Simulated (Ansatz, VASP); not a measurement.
# HgTe in VASP and in Ansatz

File INCAR:

```
SYSTEM = HgTe
PREC = Accurate ; ENCUT = 520
EDIFF = 1E-7 ; ISMEAR = -1
SIGMA = 0.03 ; LREAL = .FALSE.
LASPH = .TRUE. ; NELM = 80
ALGO = Normal ; ISIF = 2
LWAVE = .FALSE. ; LCHARG = .FALSE.
GGA = CA ; NBANDS = 16
```

The input KPOINTS:

```
Automatic mesh
0
G
  11 11 11
  0 0 0
```

File POSCAR:

```
HgTe
1.0
    0.0000000000      3.2659193382      3.2659193382
    3.2659193382      0.0000000000      3.2659193382
    3.2659193382      3.2659193382      0.0000000000
Hg Te
1 1
Direct
    0.0000000000      0.0000000000      0.0000000000
    0.7500000000      0.7500000000      0.7500000000
```

Input for Ansatz:

```yaml
crystal:
  lattice:
    - [0.0, 3.2659193382, 3.2659193382]
    - [3.2659193382, 0.0, 3.2659193382]
    - [3.2659193382, 3.2659193382, 0.0]
  atoms:
    - { symbol: Hg, position: [0.0, 0.0, 0.0] }
    - { symbol: Te, position: [0.75, 0.75, 0.75] }
kpoints:
  mp_grid: { grid: [11, 11, 11] }
scf:
  occupations: { method: fermi_dirac, width: 0.03 }
hamiltonian:
  xc: lda
  pseudopotentials: { kind: all_electron, lapw: { basis_error: 0.0005 } }
output:
  forces: true
  stress: true
  eigenvalues: true
```

Change from the starting cell: functional lda, volume scaled by 1.04.

Alike in both runs: task single point; functional LDA; k mesh 11 × 11 × 11; occupations fermi-dirac, width 0.03 eV; no spin polarisation.

|  | VASP | Ansatz |
| --- | --- | --- |
| version | VASP 6.6.1 | Ansatz 0.2.0 |
| potentials or method | VASP PAW LDA potentials, release 64 (Hg, Te), cutoff 520 eV | all-electron LAPW, scalar-relativistic |

```tsv
	VASP	Ansatz	Ansatz less VASP
pressure (GPa)	-1.7	-1.9	-0.20
```

LDA's correlation is that of Perdew and Zunger in VASP and of Perdew and Wang (1992) in Ansatz. Ansatz ran all-electron here, and VASP with PAW potentials.

Neither program's run includes spin-orbit coupling.
